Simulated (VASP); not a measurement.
Runs of VASP 6.6.1 on Ga3Sb. The structure is that of space group I4/mmm (No. 139), or close to it. The cells are those of the table. 

```csv
cell,cutoff (eV),gap on the mesh (eV),pressure (GPa)
"a = 5.692 Å, angles 140.1, 140.1, 57.7°, 4 atoms",520,none,3.6
"a = 5.061 Å, angles 127.9, 127.9, 76.8°, 4 atoms",500,none,0.2
"a = 4.992 Å, angles 127.9, 127.9, 76.8°, 4 atoms",520,none,3.0
"a = 5.294 Å, angles 134.1, 134.1, 67.0°, 4 atoms",520,none,3.0
"a = 5.612 Å, angles 140.1, 140.1, 57.7°, 4 atoms",520,none,(a)
```

Alike in all rows: task single point; level PBEsol+D3(BJ); potentials or basis VASP PAW PBE potentials, release 64 (Ga_d, Sb); no spin polarisation; k mesh 14 × 14 × 14; smearing gaussian 0.15 eV.

Question: Fill in the values left out.

Answer: (a) 7.4.

Caveats: the PAW data sets were made with another functional, which shifts forces and pressure a little; spin-orbit coupling is left out, which moves the levels of the heavy elements; the cell stands under pressure (at least some runs).

A k mesh can miss the band edges, and the runs leave out spin-orbit coupling on Ga, Sb.

A gap of «none» marks levels without a gap at the run's occupations.
